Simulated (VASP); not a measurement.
Set up this calculation in VASP 6.6.1, as the native input.

- Task: single point
- Functional: PBE
- Potentials or basis: VASP PAW PBE potentials, release 64 (Mg, S)
- Cutoff: 520 eV
- k mesh: 8 × 8 × 8
- Occupations: gaussian, width 0.02 eV
- Spin: no spin polarisation
- Dipole correction: no
- Further INCAR settings: ALGO = Normal; EDIFF = 1e-06; NBANDS = 11

The structure of MgS lies in POSCAR:

```
MgS
1.0
    0.0000000000      2.8687606970      2.8687606970
    2.8687606970      0.0000000000      2.8687606970
    2.6421110932      2.6421110932      0.2266496037
Mg S
1 1
Direct
    0.0061135807      0.0061135807     -0.0183407421
    0.7438864193      0.7438864193      0.7683407421
```

This cell differs from its parent crystal: strained and its atoms moved.

One way to write it, as run:

INCAR

```
  PREC = Accurate
  ENCUT = 520
  EDIFF = 1E-6
  ISMEAR = 0
  SIGMA = 0.02
  LREAL = F
  LASPH = T
  NELM = 60
  ALGO = Normal
  ISIF = 2
  LWAVE = F
  LCHARG = F
  GGA = PE
  NBANDS = 11
```

KPOINTS

```
Automatic mesh
0
Gamma
  8 8 8
```

Potentials or basis: VASP PAW PBE potentials, release 64 (Mg, S).

Command:

```sh
$ cat potpaw_PBE.64/Mg/POTCAR potpaw_PBE.64/S/POTCAR > POTCAR
$ mpirun -np 1 vasp_std > vasp.out
```

It gave:

The pressure is 6.9 GPa. The largest force is 0.645 eV/Å and the band gap on the k mesh is 3.25 eV, indirect (least direct gap 3.30 eV).

Caveat: the cell differs from its parent crystal (strained and its atoms moved).

Wall time 45 s on 1 thread of Intel(R) Xeon(R) Platinum 8259CL CPU @ 2.50GHz (Skylake/Cascade Lake), on a shared host, peak memory 0.18 GiB.
